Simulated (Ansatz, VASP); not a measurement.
# HfB: VASP beside Ansatz

```
Hf B
1.0
     0.00000   -2.41417   -2.41417
     2.41417    0.00000   -2.41417
     2.41417   -2.41417    0.00000
Hf B
1 1
Direct
  0.00000 0.00000 0.00000
  0.50000 0.50000 0.50000
```

Alike in both runs: task relaxation of cell and atoms; functional r2SCAN; k mesh 16 × 16 × 16; occupations gaussian, width 0.1 eV; no spin polarisation.

```csv
,VASP,Ansatz
version,VASP 6.6.1,Ansatz 0.2.0
potentials or method,"VASP PAW PBE potentials, release 64 (Hf_pv, B), cutoff 600 eV","scalar-relativistic, plane waves, PAW"
valence electrons in the cell,13,29
```

```tsv
	VASP	Ansatz	Ansatz less VASP
gap on the k mesh at the Fermi level, each at its own relaxed structure (eV)	none	none	-
relaxed volume (Å³/atom)	14.03	14.04	+0.014
relaxed cell length with the largest relative difference (Å)	3.411	3.412	+0.0011
```

VASP's potentials were made for PBE, not for r2SCAN. A gap of «none» marks a metal or a gap that the smearing closes. VASP's potentials hold 13 valence electrons a cell and Ansatz's 29, so a difference there can come from the potentials and not from the codes.

Spin-orbit coupling is off throughout.
